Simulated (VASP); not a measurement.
# CdSe (F-43m) in VASP: relaxation of cell and atoms with HSE06

Aim: the relaxation of cell and atoms of CdSe with HSE06.

Everything below comes from runs of VASP 6.6.1. Logs are shortened: lines on timing, memory, paths and dates and some standing lists are left out, and cuts for length are marked.

**1. The cell of the first run**

It takes space group F-43m (No. 216, cubic). Conventional cell: a = 6.136 Å, b = 6.136 Å, c = 6.136 Å, α = 90.00°, β = 90.00°, γ = 90.00°. Within 3.5 Å of Cd (site symmetry -43m) lie 4 Se at 2.66 Å. Within 3.5 Å of Se (site symmetry -43m) lie 4 Cd at 2.66 Å.

**2. Relaxation of cell and atoms, HSE06**

POSCAR

```
CdSe
1.0
    0.0000000000      3.0678016992      3.0678016992
    3.0678016992      0.0000000000      3.0678016992
    3.0678016992      3.0678016992      0.0000000000
Cd Se
1 1
Direct
    0.0000000000      0.0000000000      0.0000000000
    0.7500000000      0.7500000000      0.7500000000
```

INCAR.step1

```
PREC = Accurate
ENCUT = 600
EDIFF = 1E-5
ISMEAR = -1
SIGMA = 0.02
LREAL = False
LASPH = True
NELM = 60
ALGO = Normal
LWAVE = True
LCHARG = False
GGA = PE
NBANDS = 16
```

INCAR.step2

```
PREC = Accurate
ENCUT = 600
EDIFF = 1E-7
ISMEAR = -1
SIGMA = 0.02
LREAL = False
LASPH = True
NELM = 60
ALGO = Normal
ISIF = 3
LWAVE = False
LCHARG = False
GGA = PE
LHFCALC = True
HFSCREEN = 0.2079
PRECFOCK = Normal
IBRION = 2
NSW = 80
EDIFFG = -0.005
ISTART = 1
```

KPOINTS

```
Automatic mesh
0
Gamma
  4 4 4
```

Potentials or basis: VASP PAW PBE potentials, release 64 (Cd, Se).

Run with:

```
$ cat potpaw_PBE.64/Cd/POTCAR potpaw_PBE.64/Se/POTCAR > POTCAR
$ cp INCAR.step1 INCAR
$ mpirun -np 1 vasp_std > vasp.out
$ cp INCAR.step2 INCAR
$ mpirun -np 1 vasp_std > vasp.out
```

OUTCAR:

```text
PREC = Accurate
   ENCUT = 600
   EDIFF = 1E-7
   ISMEAR = -1
   LREAL = False
   LASPH = True
   NELM = 60
   ISIF = 3
   GGA = PE
   LHFCALC = True
   HFSCREEN = 0.2079
   PRECFOCK = Normal
   IBRION = 2
   NSW = 80
   EDIFFG = -0.005
   ISTART = 1

 ion  position               nearest neighbor table
   1  0.000  0.000  0.000-   2 2.66   2 2.66   2 2.66   2 2.66
   2  0.750  0.750  0.750-   1 2.66   1 2.66   1 2.66   1 2.66

  LATTYP: Found a face centered cubic cell.
 ALAT       =     6.1356033984

  Lattice vectors:

 A1 = (   0.0000000000,   3.0678016992,   3.0678016992)
 A2 = (   3.0678016992,   0.0000000000,   3.0678016992)
 A3 = (   3.0678016992,   3.0678016992,   0.0000000000)

Analysis of symmetry for initial positions (statically):
=====================================================================
 Subroutine PRICEL returns:
 Original cell was already a primitive cell.

 Routine SETGRP: Setting up the symmetry group for a
 face centered cubic supercell.

 Subroutine GETGRP returns: Found 24 space group operations
 (whereof 24 operations were pure point group operations)
 out of a pool of 48 trial point group operations.

The static configuration has the point symmetry T_d .

Analysis of symmetry for dynamics (positions and initial velocities):
=====================================================================
 Subroutine PRICEL returns:
 Original cell was already a primitive cell.

 Routine SETGRP: Setting up the symmetry group for a
 face centered cubic supercell.

 Subroutine GETGRP returns: Found 24 space group operations
 (whereof 24 operations were pure point group operations)
 out of a pool of 48 trial point group operations.

The dynamic configuration has the point symmetry T_d .

 Subroutine INISYM returns: Found 24 space group operations
 (whereof 24 operations are pure point group operations),
 and found     1 'primitive' translations

----------------------------------------------------------------------------------------

                                     Primitive cell

  volume of cell :      57.7447

  direct lattice vectors                    reciprocal lattice vectors
     0.000000000  3.067801699  3.067801699    -0.162983155  0.162983155  0.162983155
     3.067801699  0.000000000  3.067801699     0.162983155 -0.162983155  0.162983155
     3.067801699  3.067801699  0.000000000     0.162983155  0.162983155 -0.162983155

  length of vectors
     4.338526770  4.338526770  4.338526770     0.282295105  0.282295105  0.282295105

  position of ions in fractional coordinates (direct lattice)
     0.000000000  0.000000000  0.000000000
     0.750000000  0.750000000  0.750000000

  ion indices of the primitive-cell ions
   primitive index   ion index
                 1           1
                 2           2

----------------------------------------------------------------------------------------

 KPOINTS: Automatic mesh

Automatic generation of k-mesh.
 Grid dimensions read from file:
 generate k-points for:    4    4    4

 Generating k-lattice:

  Cartesian coordinates                     Fractional coordinates (reciprocal lattice)
    -0.040745789  0.040745789  0.040745789     0.250000000  0.000000000  0.000000000
     0.040745789 -0.040745789  0.040745789     0.000000000  0.250000000  0.000000000
     0.040745789  0.040745789 -0.040745789     0.000000000  0.000000000  0.250000000

  Length of vectors
     0.070573776  0.070573776  0.070573776

  Shift w.r.t. Gamma in fractional coordinates (k-lattice)
     0.000000000  0.000000000  0.000000000

 Subroutine IBZKPT returns following result:
 ===========================================

 Found      8 irreducible k-points:

 Following reciprocal coordinates:
            Coordinates               Weight
  0.000000  0.000000  0.000000      1.000000
  0.250000  0.000000  0.000000      8.000000
  0.500000  0.000000  0.000000      4.000000
  0.250000  0.250000  0.000000      6.000000
  0.500000  0.250000  0.000000     24.000000
 -0.250000  0.250000  0.000000     12.000000
  0.500000  0.500000  0.000000      3.000000
 -0.250000  0.500000  0.250000      6.000000
   k-points           NKPTS =      8   k-points in BZ     NKDIM =     64   number of bands    NBANDS=     13
   number of dos      NEDOS =    301   number of ions     NIONS =      2
   total plane-waves  NPLWV =  46656
   dimension x,y,z NGX =    36 NGY =   36 NGZ =   36
   dimension x,y,z NGXF=    72 NGYF=   72 NGZF=   72
   ions per type =               1   1
   NGX,Y,Z   is equivalent  to a cutoff of  13.79, 13.79, 13.79 a.u.
   NGXF,Y,Z  is equivalent  to a cutoff of  27.59, 27.59, 27.59 a.u.
 SYSTEM =  unknown system
   PREC   = accura    normal or accurate (medium, high low for compatibility)
   ISTART =      1    job   : 0-new  1-cont  2-samecut
   ICHARG =      0    charge: 1-file 2-atom 10-const
   ISPIN  =      1    spin polarized calculation?
   LNONCOLLINEAR =      F non collinear calculations
   LSORBIT =      F    spin-orbit coupling
   LASPH  =      T    aspherical Exc in radial PAW
   ENCUT  =  600.0 eV  44.10 Ry    6.64 a.u.   8.67  8.67  8.67*2*pi/ulx,y,z
   NELM   =     60;   NELMIN=  2; NELMDL=  0     # of ELM steps
   EDIFF  = 0.1E-06   stopping-criterion for ELM
   LREAL  =      F    real-space projection
   EDIFFG = -.5E-02   stopping-criterion for IOM
   NSW    =     80    number of steps for IOM
   IBRION =      2    ionic relax: 0-MD 1-quasi-New 2-CG
   NFREE  =      1    steps in history (QN), initial steepest desc. (CG)
   ISIF   =      3    stress and relaxation
   ISYM   =      3    0-nonsym 1-usesym 2-fastsym
   POTIM  = 0.5000    time-step for ionic-motion
   TEBEG  =    0.0;   TEEND  =   0.0 temperature during run
   PSTRESS=    0.0 pullay stress
   NELECT =      18.0000    total number of electrons
   NUPDOWN=      -1.0000    fix difference up-down
   EMIN   =  10.00;   EMAX   =-10.00  energy-range for DOS
   EFERMI =   0.00;   METHOD = LEGACY
   ISMEAR =    -1;   SIGMA  =   0.02  broadening in eV -4-tet -1-fermi 0-gaus
   EFERMI_NEDOS =   21; number of points for ismear=-14 and -15
   IALGO  =     38    algorithm
   IMIX   =      1    mixing-type and parameters
     AMIX     =   0.40;   BMIX     =  1.00
     AMIX_MAG =   1.60;   BMIX_MAG =  1.00
  volume/ion in A,a.u.               =      28.87       194.84
  Fermi-wavevector in a.u.,A,eV,Ry     =   1.110014  2.097622 16.764155  1.232131
  Thomas-Fermi vector in A             =   2.246560
   LORBIT       =      0    0 simple, 1 ext, 2 COOP (PROOUT), +10 PAW based schemes
   GGA     = PE    functional components
   LHFCALC =     T    Hartree Fock is set to
   PRECFOCK=normal    Normal, Fast or Accurate (Low or Medium for compatibility)
   ENCUT4O =  -1.0   cutoff for four orbital integrals eV
   NKREDX  =     1    reduce k-point grid by
   NKREDY  =     1    reduce k-point grid by
   NKREDZ  =     1    reduce k-point grid by
   AEXX    =    0.2500 exact exchange contribution
   HFSCREEN=    0.2079 screening length (either q_TF or 0.3 A-1)
   HFSCREENC=   0.2079 screening length for correlation (either q_TF or 0.3 A-1)
   ENCUTFOCK=  -1.0 apply spherical cutoff to Coloumb kernel
   IVDW    =     0    specifies the selected vdW correction
   LEPSILON=     F    determine dielectric tensor
   LRPA    =     F    only Hartree local field effects (RPA)
 conjugate gradient relaxation of ions
 non-spin polarized calculation
  energy-cutoff  :      600.00
  volume of cell :       57.74
 maximum number of plane-waves:      1964
 NGX is ok and might be reduce to    36
  NGX = 28; NGY = 28; NGZ = 28

--------------------------------------- Ionic step        1  -------------------------------------------

 number of electron      17.9999997 magnetization

 Free energy of the ion-electron system (eV)
  ---------------------------------------------------
  ext. energy  EPLUGINS =         0.00000000
  ---------------------------------------------------
  free energy    TOTEN  =        -6.81342869 eV

  energy without entropy =       -6.81342869  energy(sigma->0) =       -6.81342869

------------------------ aborting loop because EDIFF is reached ----------------------------------------

  FORCE on cell =-STRESS in cart. coord.  units (eV):
  Direction    XX          YY          ZZ          XY          YZ          ZX
  --------------------------------------------------------------------------------------
  -------------------------------------------------------------------------------------
  Total        0.1790628      0.1790628      0.1790628     -0.0000000      0.0000000     -0.0000000
  in kB        4.9682576      4.9682576      4.9682576     -0.0000000      0.0000000     -0.0000000
  external PRESSURE =       4.9682576 kB  Pullay stress =       0.0000000 kB
[... 57 lines left out ...]
  energy  without entropy=       -6.8142188842  energy(sigma->0) =       -6.81421888

--------------------------------------- Ionic step        3  -------------------------------------------

 number of electron      17.9999998 magnetization

 Free energy of the ion-electron system (eV)
  ---------------------------------------------------
  ext. energy  EPLUGINS =         0.00000000
  ---------------------------------------------------
  free energy    TOTEN  =        -6.81430947 eV

  energy without entropy =       -6.81430947  energy(sigma->0) =       -6.81430947

 E-fermi :   0.5734     XC(G=0):  -7.2541

 val. band max:        0.0813769220   @ k =   0.0000   0.0000   0.0000
 cond. band min:       1.5581696374   @ k =   0.0000   0.0000   0.0000
 fundamental gap:      1.4767927154
 Fermi energy:         0.5733571599

 k-point     1 :       0.0000    0.0000    0.0000
  band No.  band energies     occupation
      1     -13.3986      2.00000
      2      -8.9621      2.00000
      3      -8.9621      2.00000
      4      -8.9621      2.00000
      5      -8.6247      2.00000
      6      -8.6247      2.00000
      7       0.0814      2.00000
      8       0.0814      2.00000
      9       0.0814      2.00000
     10       1.5582      0.00000
     11       7.0510      0.00000
     12       7.0510      0.00000
     13       7.0510      0.00000
[... 139 lines left out ...]
  FREE ENERGIE OF THE ION-ELECTRON SYSTEM (eV)
  ---------------------------------------------------
  free  energy   TOTEN  =        -6.8143094725 eV

  energy  without entropy=       -6.8143094725  energy(sigma->0) =       -6.81430947

 reached required accuracy - stopping structural energy minimisation
```

Wall time 28 min (1 thread of Intel Xeon Platinum 8259CL at 2.50GHz (Skylake/Cascade Lake), shared host); peak memory 0.33 GiB.

Results:

```
Free energy                            : -6.8143 eV
Relaxed volume                         : 29.16 Å³/atom
Relaxed cell                           : a = 4.353 Å, b = 4.353 Å, c = 4.353 Å, α = 60.00°, β = 60.00°, γ = 60.00°
Space group after relaxing (to 0.05 Å) : F-43m (No. 216)
Energy gained by relaxing              : 0.4 meV/atom
Ionic steps                            : 3
Pressure after relaxing                : 0.0 GPa
Band gap on the k mesh                 : 1.48 eV, direct
```

Step by step:
```csv
step,energy change (eV),largest force (eV/Å),pressure (GPa),volume (Å³)
1,0.0000,0.0000,0.50,57.74
2,-0.0008,0.0000,-0.16,58.50
3,-0.0009,0.0000,0.01,58.31
```

Final structure:
```
CELL_PARAMETERS angstrom
0.00000 3.07786 3.07786
3.07786 0.00000 3.07786
3.07786 3.07786 0.00000
ATOMIC_POSITIONS crystal
Cd 0.00000 0.00000 0.00000
Se 0.75000 0.75000 0.75000
```

Levels at points of the mesh, in eV from the valence-band top:
| k point | band 5 | band 6 | band 7 | band 8 | band 9 | band 10 | band 11 | band 12 | band 13 |
| --- | --- | --- | --- | --- | --- | --- | --- | --- | --- |
| (0.00, 0.00, 0.00) | -8.71 | -8.71 | 0.00 | 0.00 | 0.00 | 1.48 | 6.97 | 6.97 | 6.97 |
| (0.50, 0.00, 0.00) | -8.69 | -8.40 | -4.45 | -0.74 | -0.74 | 3.33 | 7.45 | 7.45 | 8.40 |
| (0.50, 0.50, 0.00) | -8.66 | -8.32 | -4.17 | -1.85 | -1.85 | 4.01 | 4.71 | 10.15 | 11.36 |

Caveat: the k points lie up to 0.44 Å⁻¹ apart in the final cell; the PAW data sets were made with another functional, which shifts forces and pressure a little.
